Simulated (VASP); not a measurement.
# B (I4/mmm) in VASP: a series of runs

Runs on B. Level: PBE. Tasks: single point, relaxation of cell and atoms.

All numbers are computed with VASP 6.6.1; they aren't measurements. Logs are shortened: lines on timing, memory, paths and dates and some standing lists are left out, and cuts for length are marked.

## (1) The cell of the first run

It takes space group I4/mmm (No. 139, tetragonal). The conventional cell has a = 2.401 Å, b = 2.401 Å, c = 4.136 Å, α = 90.00°, β = 90.00°, γ = 90.00°. Within 2.3 Å of B (site symmetry 4mm) lie 5 B at 1.72 to 1.73 Å.

## (2) Single point, PBE

INCAR reads:

```
PREC     = Accurate       # precision mode
ENCUT    = 520            # plane-wave cutoff, eV
EDIFF    = 1E-7           # SCF threshold, eV
ISMEAR   = 0              # smearing method
SIGMA    = 0.1            # smearing width, eV
LREAL    = F              # projectors in reciprocal space
LASPH    = T              # aspherical terms in the spheres
NELM     = 80             # most SCF steps
ALGO     = Normal         # electronic algorithm
ISIF     = 2              # what is computed and relaxed
LWAVE    = F              # write WAVECAR
LCHARG   = F              # write CHGCAR
GGA      = PE             # functional
NBANDS   = 10             # bands
```

KPOINTS reads:

```
regular mesh
0
Gamma
  10 10 10
```

POSCAR reads:

```
B
1.0
   -1.2004092000      1.2004092000      2.0679883600
    1.2004092000     -1.2004092000      2.0679883600
    1.2004092000      1.2004092000     -2.0679883600
B
2
Direct
    0.2919075800      0.2919075800      0.0000000000
    0.7080924200      0.7080924200      0.0000000000
```

Potentials or basis: VASP PAW PBE potentials, release 64 (B).

Started as:

```
$ cat potpaw_PBE.64/B/POTCAR > POTCAR
$ mpirun -np 1 vasp_std > vasp.out
```

OUTCAR:

```text
PREC = Accurate
   ENCUT = 520
   EDIFF = 1E-7
   ISMEAR = 0
   LREAL = F
   LASPH = T
   NELM = 80
   ISIF = 2
   GGA = PE

 ion  position               nearest neighbor table
   1  0.292  0.292  0.000-   2 1.72   2 1.73   2 1.73   2 1.73   2 1.73
   2  0.708  0.708  0.000-   1 1.72   1 1.73   1 1.73   1 1.73   1 1.73

  LATTYP: Found a body centered tetragonal cell.
 ALAT       =     2.4008184000
 C/A-ratio  =     1.7227361803

  Lattice vectors:

 A1 = (  -1.2004092000,   1.2004092000,   2.0679883600)
 A2 = (   1.2004092000,  -1.2004092000,   2.0679883600)
 A3 = (   1.2004092000,   1.2004092000,  -2.0679883600)

Analysis of symmetry for initial positions (statically):
=====================================================================
 Subroutine PRICEL returns:
 Original cell was already a primitive cell.

 Routine SETGRP: Setting up the symmetry group for a
 body centered tetragonal supercell.

 Subroutine GETGRP returns: Found 16 space group operations
 (whereof 16 operations were pure point group operations)
 out of a pool of 16 trial point group operations.

The static configuration has the point symmetry D_4h.

Analysis of symmetry for dynamics (positions and initial velocities):
=====================================================================
 Subroutine PRICEL returns:
 Original cell was already a primitive cell.

 Routine SETGRP: Setting up the symmetry group for a
 body centered tetragonal supercell.

 Subroutine GETGRP returns: Found 16 space group operations
 (whereof 16 operations were pure point group operations)
 out of a pool of 16 trial point group operations.

The dynamic configuration has the point symmetry D_4h.

 Subroutine INISYM returns: Found 16 space group operations
 (whereof 16 operations are pure point group operations),
 and found     1 'primitive' translations

----------------------------------------------------------------------------------------

                                     Primitive cell

  volume of cell :      11.9197

  direct lattice vectors                    reciprocal lattice vectors
    -1.200409200  1.200409200  2.067988360     0.000000000  0.416524632  0.241780858
     1.200409200 -1.200409200  2.067988360     0.416524632  0.000000000  0.241780858
     1.200409200  1.200409200 -2.067988360     0.416524632  0.416524632  0.000000000

  length of vectors
     2.675544870  2.675544870  2.675544870     0.481612658  0.481612658  0.589054783

  position of ions in fractional coordinates (direct lattice)
     0.291907580  0.291907580  0.000000000
     0.708092420  0.708092420  0.000000000

  ion indices of the primitive-cell ions
   primitive index   ion index
                 1           1
                 2           2

----------------------------------------------------------------------------------------

 KPOINTS: regular mesh

Automatic generation of k-mesh.
 Grid dimensions read from file:
 generate k-points for:   10   10   10

 Generating k-lattice:

  Cartesian coordinates                     Fractional coordinates (reciprocal lattice)
     0.000000000  0.041652463  0.024178086     0.100000000  0.000000000 -0.000000000
     0.041652463  0.000000000  0.024178086     0.000000000  0.100000000 -0.000000000
     0.041652463  0.041652463  0.000000000     0.000000000  0.000000000  0.100000000

  Length of vectors
     0.048161266  0.048161266  0.058905478

  Shift w.r.t. Gamma in fractional coordinates (k-lattice)
     0.000000000  0.000000000  0.000000000

 Subroutine IBZKPT returns following result:
 ===========================================

 Found    102 irreducible k-points:

 Following reciprocal coordinates:
            Coordinates               Weight
  0.000000  0.000000  0.000000      1.000000
  0.100000  0.000000  0.000000      8.000000
  0.200000  0.000000  0.000000      8.000000
  0.300000 -0.000000  0.000000      8.000000
  0.400000  0.000000 -0.000000      8.000000
  0.500000  0.000000 -0.000000      4.000000
[... 16 lines left out ...]
  0.300000  0.300000  0.000000      8.000000
  0.400000  0.300000 -0.000000     16.000000
 [... further k-points ...]
   k-points           NKPTS =    102   k-points in BZ     NKDIM =    102   number of bands    NBANDS=     10
   number of dos      NEDOS =    301   number of ions     NIONS =      2
   total plane-waves  NPLWV =   8000
   dimension x,y,z NGX =    20 NGY =   20 NGZ =   20
   dimension x,y,z NGXF=    40 NGYF=   40 NGZF=   40
   ions per type =               2
   NGX,Y,Z   is equivalent  to a cutoff of  12.43, 12.43, 12.43 a.u.
   NGXF,Y,Z  is equivalent  to a cutoff of  24.85, 24.85, 24.85 a.u.
 SYSTEM =  unknown system
   PREC   = accura    normal or accurate (medium, high low for compatibility)
   ISTART =      0    job   : 0-new  1-cont  2-samecut
   ICHARG =      2    charge: 1-file 2-atom 10-const
   ISPIN  =      1    spin polarized calculation?
   LNONCOLLINEAR =      F non collinear calculations
   LSORBIT =      F    spin-orbit coupling
   LASPH  =      T    aspherical Exc in radial PAW
   ENCUT  =  520.0 eV  38.22 Ry    6.18 a.u.   4.97  4.97  4.97*2*pi/ulx,y,z
   NELM   =     80;   NELMIN=  2; NELMDL= -5     # of ELM steps
   EDIFF  = 0.1E-06   stopping-criterion for ELM
   LREAL  =      F    real-space projection
   EDIFFG = 0.1E-05   stopping-criterion for IOM
   NSW    =      0    number of steps for IOM
   IBRION =     -1    ionic relax: 0-MD 1-quasi-New 2-CG
   NFREE  =      0    steps in history (QN), initial steepest desc. (CG)
   ISIF   =      2    stress and relaxation
   ISYM   =      2    0-nonsym 1-usesym 2-fastsym
   POTIM  = 0.5000    time-step for ionic-motion
   TEBEG  =    0.0;   TEEND  =   0.0 temperature during run
   PSTRESS=    0.0 pullay stress
   NELECT =       6.0000    total number of electrons
   NUPDOWN=      -1.0000    fix difference up-down
   EMIN   =  10.00;   EMAX   =-10.00  energy-range for DOS
   EFERMI =   0.00;   METHOD = LEGACY
   ISMEAR =     0;   SIGMA  =   0.10  broadening in eV -4-tet -1-fermi 0-gaus
   EFERMI_NEDOS =   21; number of points for ismear=-14 and -15
   IALGO  =     38    algorithm
   IMIX   =      4    mixing-type and parameters
     AMIX     =   0.40;   BMIX     =  1.00
     AMIX_MAG =   1.60;   BMIX_MAG =  1.00
  volume/ion in A,a.u.               =       5.96        40.22
  Fermi-wavevector in a.u.,A,eV,Ry     =   1.302276  2.460945 23.074427  1.695923
  Thomas-Fermi vector in A             =   2.433355
   LORBIT       =      0    0 simple, 1 ext, 2 COOP (PROOUT), +10 PAW based schemes
   GGA     = PE    functional components
   LHFCALC =     F    Hartree Fock is set to
   AEXX    =    0.0000 exact exchange contribution
   IVDW    =     0    specifies the selected vdW correction
   LEPSILON=     F    determine dielectric tensor
   LRPA    =     F    only Hartree local field effects (RPA)
 non-spin polarized calculation
 Gauss-broadening in eV      SIGMA  =   0.10
  energy-cutoff  :      520.00
  volume of cell :       11.92
 maximum number of plane-waves:       336
   NGX =  9   NGY =  9   NGZ =  9

 number of electron       6.0000000 magnetization

 Free energy of the ion-electron system (eV)
  ---------------------------------------------------
  ext. energy  EPLUGINS =         0.00000000
  ---------------------------------------------------
  free energy    TOTEN  =       -10.80915542 eV

  energy without entropy =      -10.80570652  energy(sigma->0) =      -10.80743097

 E-fermi :   8.1693     XC(G=0): -12.7976

 val. band max:        8.1409236161   @ k =   0.5000   0.1000   0.0000
 cond. band min:       8.2650614398   @ k =  -0.4000   0.4000   0.0000
 fundamental gap:      0.1241378237
 Fermi energy:         8.1693143466

 k-point     1 :       0.0000    0.0000    0.0000
  band No.  band energies     occupation
      1      -8.7754      2.00000
      2      11.3328      0.00000
      3      11.3328      0.00000
      4      13.2476      0.00000
      5      16.7744      0.00000
      6      22.6846      0.00000
      7      22.6846      0.00000
      8      24.4505      0.00000
      9      28.7913      0.00000
     10      29.9605      0.00000

 k-point     2 :       0.1000    0.0000    0.0000
  band No.  band energies     occupation
      1      -8.5033      2.00000
      2      10.1942      0.00000
      3      11.4352      0.00000
      4      12.4123      0.00000
      5      16.9405      0.00000
      6      22.5171      0.00000
      7      22.6424      0.00000
      8      25.2787      0.00000
      9      27.9869      0.00000
     10      30.0666      0.00000

 k-point     3 :       0.2000    0.0000    0.0000
  band No.  band energies     occupation
      1      -7.6871      2.00000
      2       7.4326      2.00000
      3      10.9188      0.00000
      4      11.7766      0.00000
      5      16.7847      0.00000
      6      21.4737      0.00000
      7      22.8615      0.00000
      8      26.2470      0.00000
      9      28.4461      0.00000
     10      30.2755      0.00000

 k-point     4 :       0.3000   -0.0000    0.0000
  band No.  band energies     occupation
      1      -6.3282      2.00000
      2       4.1085      2.00000
      3       9.6594      0.00000
      4      12.4271      0.00000
      5      16.2589      0.00000
      6      19.4479      0.00000
      7      23.3351      0.00000
      8      25.8670      0.00000
      9      30.6247      0.00000
     10      31.7959      0.00000
[... 222 lines left out ...]
 k-point    22 :      -0.2000    0.2000    0.0000
  band No.  band energies     occupation
      1      -7.1700      2.00000
      2       7.6479      2.00000
      3      10.2011      0.00000
      4      11.0964      0.00000
      5      17.6527      0.00000
      6      18.6773      0.00000
      7      19.3077      0.00000
      8      27.4443      0.00000
      9      30.3663      0.00000
     10      30.5331      0.00000

 k-point    23 :       0.3000    0.3000    0.0000
  band No.  band energies     occupation
      1      -2.7169      2.00000
      2       2.3418      2.00000
      3       5.5095      2.00000
      4       7.6270      2.00000
      5      15.0787      0.00000
      6      20.9790      0.00000
      7      24.9382      0.00000
      8      25.9819      0.00000
      9      32.2699      0.00000
     10      32.9609      0.00000

 k-point    24 :       0.4000    0.3000   -0.0000
  band No.  band energies     occupation
      1      -0.5513      2.00000
      2       0.3311      2.00000
      3       5.4985      2.00000
      4       7.2046      2.00000
      5      13.6889      0.00000
      6      21.4080      0.00000
      7      23.3160      0.00000
      8      27.0213      0.00000
      9      31.1502      0.00000
     10      34.4512      0.00000

 [... further k-points ...]
[... 5 lines left out ...]
  --------------------------------------------------------------------------------------
  -------------------------------------------------------------------------------------
  Total        4.3023076      4.3023076      2.7458913      0.0000000      0.0000000     -0.0000000
  in kB      578.2895310    578.2895310    369.0856926      0.0000000      0.0000000     -0.0000000
  external PRESSURE =     508.5549182 kB  Pullay stress =       0.0000000 kB

 VOLUME and BASIS-vectors are now :
 -----------------------------------------------------------------------------
  energy-cutoff  :      520.00
  volume of cell :       11.92
      direct lattice vectors                 reciprocal lattice vectors
    -1.200409200  1.200409200  2.067988360     0.000000000  0.416524632  0.241780858
     1.200409200 -1.200409200  2.067988360     0.416524632  0.000000000  0.241780858
     1.200409200  1.200409200 -2.067988360     0.416524632  0.416524632  0.000000000

 POSITION                                       TOTAL-FORCE (eV/Angst)
 -----------------------------------------------------------------------------------
      0.00000      0.00000      1.20732        -0.000000     -0.000000      0.439233
      0.00000      0.00000      2.92865         0.000000      0.000000     -0.439233
 -----------------------------------------------------------------------------------
    total drift:                               -0.000000     -0.000000      0.000000

  FREE ENERGIE OF THE ION-ELECTRON SYSTEM (eV)
  ---------------------------------------------------
  free  energy   TOTEN  =       -10.8091554233 eV

  energy  without entropy=      -10.8057065235  energy(sigma->0) =      -10.80743097
```

It took 9.5 s on 1 thread of Intel Xeon Platinum 8259CL at 2.50GHz (Skylake/Cascade Lake), shared host; peak memory 0.12 GiB.

What came out:

| Item | Value |
| --- | --- |
| Free energy | -10.8092 eV |
| Pressure | 50.9 GPa |
| Largest force | 0.439 eV/Å |
| Band gap on the k mesh | zero (band 3 reaches 11.44 eV, above the bottom of band 4 at 4.99 eV) |

Forces on the atoms (eV/Å):
```
B    0.000  0.000  0.439
B    0.000  0.000 -0.439
```

Stress tensor (GPa, compression positive):
```
57.83  0.00  0.00
 0.00 57.83  0.00
 0.00  0.00 36.91
```

Caveat: the k points lie up to 0.37 Å⁻¹ apart.

## (3) Single point, PBE

This run uses another cell than the first one, of 6.70 Å³/atom, 1.124 times its volume.

INCAR reads:

```
PREC = Accurate ; ENCUT = 520
EDIFF = 1E-6 ; ISMEAR = 0
SIGMA = 0.1 ; LREAL = False
LASPH = True ; NELM = 60
ALGO = Normal ; ISIF = 2
LWAVE = False ; LCHARG = False
GGA = PE ; NBANDS = 10
```

KPOINTS is that of step 2.

POSCAR reads:

```
B
1.0
   -1.1199362344      1.1199362344      2.6701733845
    1.1199362344     -1.1199362344      2.6701733845
    1.1199362344      1.1199362344     -2.6701733845
B
2
Direct
    0.3423791642      0.3423791642      0.0000000000
    0.6576208358      0.6576208358      0.0000000000
```

Potentials or basis: VASP PAW PBE potentials, release 64 (B).

Started as:

```
$ cat potpaw_PBE.64/B/POTCAR > POTCAR
$ mpirun -np 1 vasp_std > vasp.out
```

Wall time 11 s (1 thread of Intel Xeon Platinum 8259CL at 2.50GHz (Skylake/Cascade Lake), shared host); peak memory 0.13 GiB.

It converged, with:

```
Free energy            : -12.1838 eV
Pressure               : 0.1 GPa
Largest force          : 0.016 eV/Å
Band gap on the k mesh : zero (band 3 reaches 12.72 eV, above the bottom of band 4 at 6.33 eV)
```

Forces on the atoms (eV/Å):
```
B    0.000  0.000 -0.016
B    0.000  0.000  0.016
```

Stress tensor (GPa, compression positive):
```
-0.13  0.00  0.00
 0.00 -0.13  0.00
 0.00  0.00  0.42
```

Levels at points of the mesh, in eV from the Fermi level:
```tsv
k point	band 1	band 2	band 3	band 4	band 5	band 6
(0.00, 0.00, 0.00)	-17.00	-3.23	3.36	5.20	5.20	10.78
(0.50, 0.00, 0.00)	-10.38	-9.85	-4.31	3.56	8.20	10.71
(0.50, 0.50, 0.00)	-7.24	-4.60	-2.68	-0.17	0.53	1.43
(0.50, 0.50, 0.50)	-13.99	-11.46	2.90	2.90	13.01	14.71
```

Caveat: the k points lie up to 0.40 Å⁻¹ apart.

(Part 1 of 2 ends here.)
